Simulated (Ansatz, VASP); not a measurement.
One calculation of GaF, two programs

POSCAR

```
GaF
1.0
    3.1659200000      0.0000000000      0.0000000000
    0.0000000000      3.1659200000      0.0000000000
    0.0000000000      0.0000000000      3.1659200000
Ga F
1 1
Direct
    0.0000000000      0.0000000000      0.0000000000
    0.5000000000      0.5000000000      0.5000000000
```

INCAR.step1

```
  PREC = Accurate
  ENCUT = 600
  EDIFF = 1E-5
  ISMEAR = -1
  SIGMA = 0.05
  LREAL = F
  LASPH = T
  NELM = 100
  ALGO = Normal
  LWAVE = T
  LCHARG = F
  GGA = PE
  NBANDS = 17
```

Contents of INCAR.step2:

```
  PREC = Accurate
  ENCUT = 600
  EDIFF = 1E-6
  ISMEAR = -1
  SIGMA = 0.05
  LREAL = F
  LASPH = T
  NELM = 100
  ALGO = Normal
  ISIF = 3
  LWAVE = F
  LCHARG = F
  GGA = PE
  LHFCALC = T
  AEXX = 1.0
  ALDAC = 0.0
  AGGAC = 0.0
  PRECFOCK = Normal
  IBRION = 2
  NSW = 60
  EDIFFG = -0.01
  ISTART = 1
```

Contents of KPOINTS:

```
regular mesh
0
Gamma
  4 4 4
```

File input:

```
crystal:
  lattice:
    - [3.16592, 0.0, 0.0]
    - [0.0, 3.16592, 0.0]
    - [0.0, 0.0, 3.16592]
  atoms:
    - { symbol: Ga, position: [0.0, 0.0, 0.0] }
    - { symbol: F, position: [0.5, 0.5, 0.5] }
hamiltonian:
  xc: hf
  pseudopotentials: { kind: paw }
kpoints:
  mp_grid: { grid: [4, 4, 4] }
scf:
  occupations: { method: fermi_dirac, width: 0.05 }
output:
  forces: true
  stress: true
  eigenvalues: true
relax:
  f_tol: 0.01
  max_steps: 40
  cell: { stress_tol: 0.05 }
```

Alike in both runs: task relaxation of cell and atoms; functional HF; k mesh 4 × 4 × 4; occupations fermi-dirac, width 0.05 eV; no spin polarisation.

|  | VASP | Ansatz |
| --- | --- | --- |
| version | VASP 6.6.1 | Ansatz 0.2.0 |
| potentials or method | VASP PAW PBE potentials, release 64 (Ga_d, F) | Ansatz PAW |
| plane-wave cutoff (eV) | 600 | 420 |
| valence electrons in the cell | 20 | 20 |

```tsv
	VASP	Ansatz	Ansatz less VASP
gap on the k mesh at the Fermi level, each at its own relaxed structure (eV)	6.97	6.99	+0.013
relaxed volume (Å³/atom)	18.68	18.98	+0.306
relaxed cell length with the largest relative difference (Å)	3.343	3.361	+0.0181
```

VASP's potentials were made for PBE, not for HF.

The k mesh is coarse, so the values compare programs but aren't converged. Noted on VASP's run: the volume moved by over 15 % at a fixed basis, so the end points are rough. Noted on Ansatz's run: the volume moved by over 15 % at a fixed basis, so the end points are rough; the plane-wave basis is chosen anew once the cell has moved, so the energies of steps on either side of that aren't comparable.
